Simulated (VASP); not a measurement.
# BN (P6_3mc) in VASP: a series of runs, part 2 of 2

VASP 6.6.1. The steps go on from the part before.

## 3. Relaxation of cell and atoms, PBE

The COD entry that gives the cell may itself be a prediction, so a difference from it is no test against experiment.

This run uses another cell than the first one, of 4.99 Å³/atom, 0.838 times its volume.

Contents of INCAR:

```
PREC = Accurate
ENCUT = 600
EDIFF = 1E-6
ISMEAR = 0
SIGMA = 0.1
LREAL = False
LASPH = True
NELM = 80
ALGO = Normal
ISIF = 3
LWAVE = False
LCHARG = False
GGA = PE
IBRION = 2
NSW = 90
EDIFFG = -0.04
```

Contents of KPOINTS:

```
Automatic mesh
0
Gamma
  12 12 2
```

Contents of POSCAR:

```
BN
1.0
    2.4168338500      0.0000000000      0.0000000000
   -1.2084169300      2.0930395100      0.0000000000
    0.0000000000      0.0000000000      7.8933073800
B N
4 4
Direct
    0.0000000000      0.0000000000      0.0937500000
    0.0000000000      0.0000000000      0.5937500000
    0.3333333300      0.6666666700      0.3437500000
    0.6666666700      0.3333333300      0.8437500000
    0.0000000000      0.0000000000      0.4062500000
    0.0000000000      0.0000000000      0.9062500000
    0.3333333300      0.6666666700      0.1562500000
    0.6666666700      0.3333333300      0.6562500000
```

Potentials or basis: VASP PAW PBE potentials, release 64 (B, N).

Command:

```
$ cat potpaw_PBE.64/B/POTCAR potpaw_PBE.64/N/POTCAR > POTCAR
$ mpirun -np 1 vasp_std > vasp.out
```

OUTCAR:

```text
PREC = Accurate
   ENCUT = 600
   EDIFF = 1E-6
   ISMEAR = 0
   LREAL = False
   LASPH = True
   NELM = 80
   ISIF = 3
   GGA = PE
   IBRION = 2
   NSW = 90
   EDIFFG = -0.04

 ion  position               nearest neighbor table
   1  0.000  0.000  0.094-   6 1.48   7 1.48   7 1.48   7 1.48
   2  0.000  0.000  0.594-   5 1.48   8 1.48   8 1.48   8 1.48
   3  0.333  0.667  0.344-   7 1.48   5 1.48   5 1.48   5 1.48
   4  0.667  0.333  0.844-   8 1.48   6 1.48   6 1.48   6 1.48
   5  0.000  0.000  0.406-   2 1.48   3 1.48   3 1.48   3 1.48
   6  0.000  0.000  0.906-   1 1.48   4 1.48   4 1.48   4 1.48
   7  0.333  0.667  0.156-   3 1.48   1 1.48   1 1.48   1 1.48
   8  0.667  0.333  0.656-   4 1.48   2 1.48   2 1.48   2 1.48

  LATTYP: Found a hexagonal cell.
 ALAT       =     2.4168338500
 C/A-ratio  =     3.2659702197

  Lattice vectors:

 A1 = (   2.4168338500,   0.0000000000,   0.0000000000)
 A2 = (  -1.2084169300,   2.0930395100,   0.0000000000)
 A3 = (   0.0000000000,   0.0000000000,   7.8933073800)

Analysis of symmetry for initial positions (statically):
=====================================================================
 Subroutine PRICEL returns:
 Original cell was already a primitive cell.

 Routine SETGRP: Setting up the symmetry group for a
 hexagonal supercell.

 Subroutine GETGRP returns: Found 12 space group operations
 (whereof  6 operations were pure point group operations)
 out of a pool of 24 trial point group operations.

The static configuration has the point symmetry C_3v.
 The point group associated with its full space group is C_6v.

Analysis of symmetry for dynamics (positions and initial velocities):
=====================================================================
 Subroutine PRICEL returns:
 Original cell was already a primitive cell.

 Routine SETGRP: Setting up the symmetry group for a
 hexagonal supercell.

 Subroutine GETGRP returns: Found 12 space group operations
 (whereof  6 operations were pure point group operations)
 out of a pool of 24 trial point group operations.

The dynamic configuration has the point symmetry C_3v.
 The point group associated with its full space group is C_6v.

 Subroutine INISYM returns: Found 12 space group operations
 (whereof  6 operations are pure point group operations),
 and found     1 'primitive' translations

----------------------------------------------------------------------------------------

                                     Primitive cell

  volume of cell :      39.9285

  direct lattice vectors                    reciprocal lattice vectors
     2.416833850  0.000000000  0.000000000     0.413764480  0.238887035  0.000000000
    -1.208416930  2.093039510  0.000000000     0.000000000  0.477774067  0.000000000
     0.000000000  0.000000000  7.893307380     0.000000000  0.000000000  0.126689606

  length of vectors
     2.416833850  2.416833852  7.893307380     0.477774068  0.477774067  0.126689606

  position of ions in fractional coordinates (direct lattice)
     0.000000000  0.000000000  0.093750000
     0.000000000  0.000000000  0.593750000
     0.333333330  0.666666670  0.343750000
     0.666666670  0.333333330  0.843750000
     0.000000000  0.000000000  0.406250000
     0.000000000  0.000000000  0.906250000
     0.333333330  0.666666670  0.156250000
     0.666666670  0.333333330  0.656250000

  ion indices of the primitive-cell ions
   primitive index   ion index
                 1           1
                 2           2
                 3           3
                 4           4
                 5           5
                 6           6
                 7           7
                 8           8

----------------------------------------------------------------------------------------

 KPOINTS: Automatic mesh

Automatic generation of k-mesh.
 Grid dimensions read from file:
 generate k-points for:   12   12    2

 Generating k-lattice:

  Cartesian coordinates                     Fractional coordinates (reciprocal lattice)
     0.034480373  0.019907253  0.000000000     0.083333333  0.000000000  0.000000000
     0.000000000  0.039814506  0.000000000     0.000000000  0.083333333  0.000000000
     0.000000000  0.000000000  0.063344803     0.000000000  0.000000000  0.500000000

  Length of vectors
     0.039814506  0.039814506  0.063344803

  Shift w.r.t. Gamma in fractional coordinates (k-lattice)
     0.000000000  0.000000000  0.000000000

 Subroutine IBZKPT returns following result:
 ===========================================

 Found     38 irreducible k-points:

 Following reciprocal coordinates:
            Coordinates               Weight
  0.000000  0.000000  0.000000      1.000000
  0.083333  0.000000  0.000000      6.000000
  0.166667  0.000000  0.000000      6.000000
  0.250000  0.000000  0.000000      6.000000
  0.333333  0.000000  0.000000      6.000000
  0.416667  0.000000  0.000000      6.000000
[... 16 lines left out ...]
  0.250000  0.000000  0.500000      6.000000
  0.333333  0.000000  0.500000      6.000000
 [... further k-points ...]
   k-points           NKPTS =     38   k-points in BZ     NKDIM =     38   number of bands    NBANDS=     21
   number of dos      NEDOS =    301   number of ions     NIONS =      8
   total plane-waves  NPLWV =  25600
   dimension x,y,z NGX =    20 NGY =   20 NGZ =   64
   dimension x,y,z NGXF=    40 NGYF=   40 NGZF=  128
   ions per type =               4   4
   NGX,Y,Z   is equivalent  to a cutoff of  13.76, 13.76, 13.48 a.u.
   NGXF,Y,Z  is equivalent  to a cutoff of  27.51, 27.51, 26.96 a.u.
 SYSTEM =  unknown system
   PREC   = accura    normal or accurate (medium, high low for compatibility)
   ISTART =      0    job   : 0-new  1-cont  2-samecut
   ICHARG =      2    charge: 1-file 2-atom 10-const
   ISPIN  =      1    spin polarized calculation?
   LNONCOLLINEAR =      F non collinear calculations
   LSORBIT =      F    spin-orbit coupling
   LASPH  =      T    aspherical Exc in radial PAW
   ENCUT  =  600.0 eV  44.10 Ry    6.64 a.u.   4.83  4.83 15.76*2*pi/ulx,y,z
   NELM   =     80;   NELMIN=  2; NELMDL= -5     # of ELM steps
   EDIFF  = 0.1E-05   stopping-criterion for ELM
   LREAL  =      F    real-space projection
   EDIFFG = -.4E-01   stopping-criterion for IOM
   NSW    =     90    number of steps for IOM
   IBRION =      2    ionic relax: 0-MD 1-quasi-New 2-CG
   NFREE  =      1    steps in history (QN), initial steepest desc. (CG)
   ISIF   =      3    stress and relaxation
   ISYM   =      2    0-nonsym 1-usesym 2-fastsym
   POTIM  = 0.5000    time-step for ionic-motion
   TEBEG  =    0.0;   TEEND  =   0.0 temperature during run
   PSTRESS=    0.0 pullay stress
   NELECT =      32.0000    total number of electrons
   NUPDOWN=      -1.0000    fix difference up-down
   EMIN   =  10.00;   EMAX   =-10.00  energy-range for DOS
   EFERMI =   0.00;   METHOD = LEGACY
   ISMEAR =     0;   SIGMA  =   0.10  broadening in eV -4-tet -1-fermi 0-gaus
   EFERMI_NEDOS =   21; number of points for ismear=-14 and -15
   IALGO  =     38    algorithm
   IMIX   =      4    mixing-type and parameters
     AMIX     =   0.40;   BMIX     =  1.00
     AMIX_MAG =   1.60;   BMIX_MAG =  1.00
  volume/ion in A,a.u.               =       4.99        33.68
  Fermi-wavevector in a.u.,A,eV,Ry     =   1.520654  2.873619 31.461957  2.312389
  Thomas-Fermi vector in A             =   2.629475
   LORBIT       =      0    0 simple, 1 ext, 2 COOP (PROOUT), +10 PAW based schemes
   GGA     = PE    functional components
   LHFCALC =     F    Hartree Fock is set to
   AEXX    =    0.0000 exact exchange contribution
   IVDW    =     0    specifies the selected vdW correction
   LEPSILON=     F    determine dielectric tensor
   LRPA    =     F    only Hartree local field effects (RPA)
 conjugate gradient relaxation of ions
 non-spin polarized calculation
 Gauss-broadening in eV      SIGMA  =   0.10
  energy-cutoff  :      600.00
  volume of cell :       39.93
 maximum number of plane-waves:      1362
 NGX is ok and might be reduce to    20
   NGX =  9   NGY =  9   NGZ = 31

--------------------------------------- Ionic step        1  -------------------------------------------

 number of electron      31.9999999 magnetization

 Free energy of the ion-electron system (eV)
  ---------------------------------------------------
  ext. energy  EPLUGINS =         0.00000000
  ---------------------------------------------------
  free energy    TOTEN  =       -67.79661989 eV

  energy without entropy =      -67.79661989  energy(sigma->0) =      -67.79661989

 E-fermi :  10.2272     XC(G=0): -13.6682

 val. band max:        9.7056465139   @ k =   0.0000   0.0000   0.0000
 cond. band min:      15.6021284761   @ k =   0.5000   0.0000   0.0000
 fundamental gap:      5.8964819622
 Fermi energy:        10.2271743174

 k-point     1 :       0.0000    0.0000    0.0000
  band No.  band energies     occupation
      1     -12.6661      2.00000
      2     -10.9875      2.00000
      3     -10.9458      2.00000
      4      -7.5791      2.00000
      5      -2.7498      2.00000
      6       3.4235      2.00000
[... 816 lines left out ...]
  energy  without entropy=      -69.7380533800  energy(sigma->0) =      -69.73805338

--------------------------------------- Ionic step        7  -------------------------------------------

 number of electron      31.9999993 magnetization

 Free energy of the ion-electron system (eV)
  ---------------------------------------------------
  ext. energy  EPLUGINS =         0.00000000
  ---------------------------------------------------
  free energy    TOTEN  =       -69.73912752 eV

  energy without entropy =      -69.73912752  energy(sigma->0) =      -69.73912752

 E-fermi :   7.8529     XC(G=0): -12.7819

 val. band max:        7.3863260891   @ k =   0.0000   0.0000   0.0000
 cond. band min:      12.8856120910   @ k =   0.5000   0.0000   0.0000
 fundamental gap:      5.4992860019
 Fermi energy:         7.8529482735

 k-point     1 :       0.0000    0.0000    0.0000
  band No.  band energies     occupation
      1     -12.8464      2.00000
      2     -11.4249      2.00000
      3     -11.3491      2.00000
      4      -8.6916      2.00000
      5      -3.3466      2.00000
      6       1.7949      2.00000
[... 602 lines left out ...]
  FREE ENERGIE OF THE ION-ELECTRON SYSTEM (eV)
  ---------------------------------------------------
  free  energy   TOTEN  =       -69.7391275200 eV

  energy  without entropy=      -69.7391275200  energy(sigma->0) =      -69.73912752

 reached required accuracy - stopping structural energy minimisation
```

Run time: 2 min. Hardware: 1 thread of Intel Xeon Platinum 8488C (Sapphire Rapids), shared host; peak memory 0.17 GiB.

Results:

| Item | Value |
| --- | --- |
| Free energy | -69.7391 eV |
| Relaxed volume | 5.95 Å³/atom |
| Relaxed cell | a = 2.557 Å, b = 2.557 Å, c = 8.403 Å, α = 90.00°, β = 90.00°, γ = 120.00° |
| Space group after relaxing (to 0.05 Å) | P6_3mc (No. 186) |
| Energy gained by relaxing | 242.8 meV/atom |
| Ionic steps | 7 |
| Pressure after relaxing | 0.8 GPa |
| Largest force after relaxing | 0.021 eV/Å |
| Band gap on the k mesh | 5.50 eV, indirect (least direct gap 7.51 eV) |

Forces in eV/Å, atoms in the order of the input:
```
B    0.000  0.000  0.012
B    0.000  0.000  0.012
B    0.000  0.000 -0.021
B    0.000  0.000 -0.021
N    0.000  0.000  0.016
N    0.000  0.000  0.016
N    0.000  0.000 -0.007
N    0.000  0.000 -0.007
```

Stress tensor (GPa, compression positive):
```
0.78 0.00 0.00
0.00 0.78 0.00
0.00 0.00 0.94
```

Step by step:
| step | energy change (eV) | largest force (eV/Å) | pressure (GPa) | volume (Å³) |
| --- | --- | --- | --- | --- |
| 1 | 0.0000 | 0.2850 | 91.63 | 39.93 |
| 2 | 0.2351 | 0.4034 | -53.26 | 58.80 |
| 3 | -1.9390 | 0.1741 | -2.49 | 48.02 |
| 4 | -1.9416 | 0.1649 | -0.33 | 47.74 |
| 5 | -1.9413 | 0.1593 | 0.98 | 47.58 |
| 6 | -1.9414 | 0.1841 | 0.73 | 47.61 |
| 7 | -1.9425 | 0.0207 | 0.84 | 47.59 |

Final structure:
```
B N
1.0
     2.55729    0.00000    0.00000
    -1.27864    2.21468    0.00000
     0.00000    0.00000    8.40347
B N
4 4
Cartesian
  0.0000 0.0000 0.7844
  0.0000 0.0000 4.9862
  0.0000 1.4764 2.8917
  1.2786 0.7382 7.0934
  0.0000 0.0000 3.4178
  0.0000 0.0000 7.6195
  0.0000 1.4764 1.3096
  1.2786 0.7382 5.5113
```

Levels at points of the mesh, in eV from the valence-band top:
| k point | band 14 | band 15 | band 16 | band 17 | band 18 | band 19 |
| --- | --- | --- | --- | --- | --- | --- |
| (0.00, 0.00, 0.00) | -0.13 | 0.00 | 0.00 | 8.57 | 8.57 | 8.72 |
| (0.50, 0.00, 0.00) | -3.47 | -2.58 | -2.01 | 5.50 | 5.86 | 8.00 |
| (0.00, 0.00, 0.50) | -0.37 | -0.37 | -0.37 | 9.04 | 9.04 | 9.04 |
| (0.50, 0.00, 0.50) | -3.45 | -2.57 | -2.57 | 5.99 | 5.99 | 8.34 |

Caveat: the volume moved by over 15 % at a fixed basis, so the end points are rough.

## 4. Relaxation of cell and atoms, PBE

Contents of INCAR:

```
SYSTEM = BN
ALGO = Normal
EDIFF = 1E-6
EDIFFG = -0.01
ENCUT = 600
GGA = PE
IBRION = 2
ISIF = 3
ISMEAR = 0
LASPH = .True.
LCHARG = .False.
LREAL = .False.
LWAVE = .False.
NELM = 100
NSW = 100
PREC = Accurate
SIGMA = 0.02
```

Contents of KPOINTS:

```
k-points
0
Gamma
  12 12 4
  0 0 0
```

Contents of POSCAR:

```
BN
1.0
    2.5580718705      0.0000000000      0.0000000000
   -1.2790359352      2.2153552245      0.0000000000
    0.0000000000      0.0000000000      8.4075283256
B N
4 4
Direct
    0.0000000000      0.0000000000      0.0933738388
    0.0000000000      0.0000000000      0.5933738388
    0.3333333333      0.6666666667      0.3440557141
    0.6666666667      0.3333333333      0.8440557141
    0.0000000000      0.0000000000      0.4067467355
    0.0000000000      0.0000000000      0.9067467355
    0.3333333333      0.6666666667      0.1558237116
    0.6666666667      0.3333333333      0.6558237116
```

Command:

```
$ cat potpaw_PBE.64/B/POTCAR potpaw_PBE.64/N/POTCAR > POTCAR
$ mpirun -np 1 vasp_std > vasp.out
```

Run time: 29 s. Hardware: 1 thread of Intel Xeon 6975P-C (Granite Rapids), shared host; peak memory 0.19 GiB.

Results (log left out):

```yaml
Free_energy: -69.7610 eV
Pressure_after_relaxing: 0.2 GPa
Band_gap_on_the_k_mesh: 5.50 eV, indirect (least direct gap 7.50 eV)
```

Final structure:
```yaml
crystal:
  lattice:
    - [2.55807, 0.00000, 0.00000]
    - [-1.27904, 2.21536, 0.00000]
    - [0.00000, 0.00000, 8.40753]
  atoms:
    - { symbol: B, position: [0.00000, 0.00000, 0.09337] }
    - { symbol: B, position: [0.00000, 0.00000, 0.59337] }
    - { symbol: B, position: [0.33333, 0.66667, 0.34406] }
    - { symbol: B, position: [0.66667, 0.33333, 0.84406] }
    - { symbol: N, position: [0.00000, 0.00000, 0.40675] }
    - { symbol: N, position: [0.00000, 0.00000, 0.90675] }
    - { symbol: N, position: [0.33333, 0.66667, 0.15582] }
    - { symbol: N, position: [0.66667, 0.33333, 0.65582] }
```

Levels at points of the mesh, in eV from the valence-band top:
| k point | band 14 | band 15 | band 16 | band 17 | band 18 | band 19 |
| --- | --- | --- | --- | --- | --- | --- |
| (0.00, 0.00, 0.00) | -0.13 | 0.00 | 0.00 | 8.56 | 8.56 | 8.71 |
| (0.50, 0.00, 0.00) | -3.46 | -2.58 | -2.01 | 5.50 | 5.86 | 7.99 |
| (0.00, 0.00, 0.50) | -0.37 | -0.37 | -0.37 | 9.03 | 9.03 | 9.03 |
| (0.50, 0.00, 0.50) | -3.44 | -2.57 | -2.57 | 5.98 | 5.98 | 8.34 |

Caveat: the relaxation stopped at its first step, so nothing moved.

## 5. Relaxation of cell and atoms, PBE

Contents of INCAR:

```
SYSTEM = BN
ALGO     = Normal         ! electronic algorithm
EDIFF    = 1E-6           ! SCF threshold, eV
EDIFFG   = -0.001         ! ionic threshold
ENCUT    = 600            ! plane-wave cutoff, eV
GGA      = PE             ! functional
IBRION   = 2              ! ionic algorithm
ISIF     = 3              ! what is computed and relaxed
ISMEAR   = 0              ! smearing method
LASPH    = .True.         ! aspherical terms in the spheres
LCHARG   = .False.        ! write CHGCAR
LREAL    = .False.        ! projectors in reciprocal space
LWAVE    = .False.        ! write WAVECAR
NELM     = 100            ! most SCF steps
NSW      = 80             ! ionic steps
PREC     = Accurate       ! precision mode
SIGMA    = 0.01           ! smearing width, eV
```

KPOINTS is that of step 4.

Contents of POSCAR:

```
BN
1.0
    2.5585553649      0.0000000000      0.0000000000
   -1.2792776824      2.2157739430      0.0000000000
    0.0000000000      0.0000000000      8.4091843599
B N
4 4
Direct
    0.0000000000      0.0000000000      0.0933732173
    0.0000000000      0.0000000000      0.5933732173
    0.3333333333      0.6666666667      0.3440583362
    0.6666666667      0.3333333333      0.8440583362
    0.0000000000      0.0000000000      0.4067451358
    0.0000000000      0.0000000000      0.9067451358
    0.3333333333      0.6666666667      0.1558233107
    0.6666666667      0.3333333333      0.6558233107
```

Command:

```
$ cat potpaw_PBE.64/B/POTCAR potpaw_PBE.64/N/POTCAR > POTCAR
$ mpirun -np 1 vasp_std > vasp.out
```

It took 41 s on 1 thread of Intel Xeon 6975P-C (Granite Rapids), shared host; peak memory 0.19 GiB.

It converged, with:

- Free energy: -69.7611 eV
- Relaxed volume: 5.96 Å³/atom
- Relaxed cell: a = 2.558 Å, b = 2.558 Å, c = 8.409 Å, α = 90.00°, β = 90.00°, γ = 120.00°
- Space group after relaxing (to 0.05 Å): P6_3mc (No. 186)
- Energy gained by relaxing: 0.0 meV/atom
- Ionic steps: 3
- Pressure after relaxing: 0.0 GPa
- Band gap on the k mesh: 5.49 eV, indirect (least direct gap 7.50 eV)

Final structure:
```xyz
8
Lattice="2.5585 0.0000 0.0000 -1.2792 2.2157 0.0000 0.0000 0.0000 8.4088" Properties=species:S:1:pos:R:3 pbc="T T T"
B     0.0000    0.0000    0.7852
B     0.0000    0.0000    4.9895
B     0.0000    1.4771    2.8931
B     1.2792    0.7386    7.0975
N     2.5585    0.0000    3.4202
N     0.0000    0.0000    7.6246
N     0.0000    1.4771    1.3103
N     1.2792    0.7386    5.5147
```

Levels at points of the mesh, in eV from the valence-band top:
| k point | band 12 | band 13 | band 14 | band 15 | band 16 | band 17 | band 18 | band 19 | band 20 | band 21 |
| --- | --- | --- | --- | --- | --- | --- | --- | --- | --- | --- |
| (0.00, 0.00, 0.00) | -1.09 | -1.09 | -0.13 | 0.00 | 0.00 | 8.56 | 8.56 | 8.70 | 9.21 | 9.68 |
| (0.50, 0.00, 0.00) | -3.71 | -3.65 | -3.46 | -2.58 | -2.01 | 5.49 | 5.85 | 7.99 | 9.35 | 9.85 |
| (0.00, 0.00, 0.50) | -1.78 | -0.37 | -0.37 | -0.37 | -0.37 | 9.03 | 9.03 | 9.03 | 9.04 | 9.12 |
| (0.50, 0.00, 0.50) | -4.57 | -3.44 | -3.44 | -2.57 | -2.57 | 5.98 | 5.98 | 8.33 | 8.33 | 10.48 |

## 6. The runs side by side

```csv
task,level,cell,k mesh,cutoff (eV),smearing,gap on the mesh (eV),pressure (GPa),largest force (eV/Å)
single point,r2SCAN,"a = 2.559, b = 2.559, c = 8.409 Å, angles 90.0, 90.0, 120.0°, 8 atoms",12 × 12 × 4,520,gaussian 0.02 eV,6.03,-3.7,0.01
relaxation of cell and atoms,PBE,"relaxed from a = 2.417, b = 2.417, c = 7.893 Å, angles 90.0, 90.0, 120.0°, 8 atoms",12 × 12 × 2,600,gaussian 0.1 eV,5.50,0.8,0.02
relaxation of cell and atoms,PBE,"relaxed from a = 2.558, b = 2.558, c = 8.408 Å, angles 90.0, 90.0, 120.0°, 8 atoms",12 × 12 × 4,600,gaussian 0.02 eV,5.50,0.2,-
relaxation of cell and atoms,PBE,"relaxed from a = 2.559, b = 2.559, c = 8.409 Å, angles 90.0, 90.0, 120.0°, 8 atoms",12 × 12 × 4,600,gaussian 0.01 eV,5.49,0.0,-
```

Alike in all rows: potentials or basis VASP PAW PBE potentials, release 64 (B, N); no spin polarisation.

Caveats: the PAW data sets were made with another functional, which shifts forces and pressure a little (some runs); the volume moved by over 15 % at a fixed basis, so the end points are rough (some runs); the relaxation stopped at its first step, so nothing moved (some runs).

Total energies depend on the potentials used, so only differences within one code and one set of settings carry meaning.
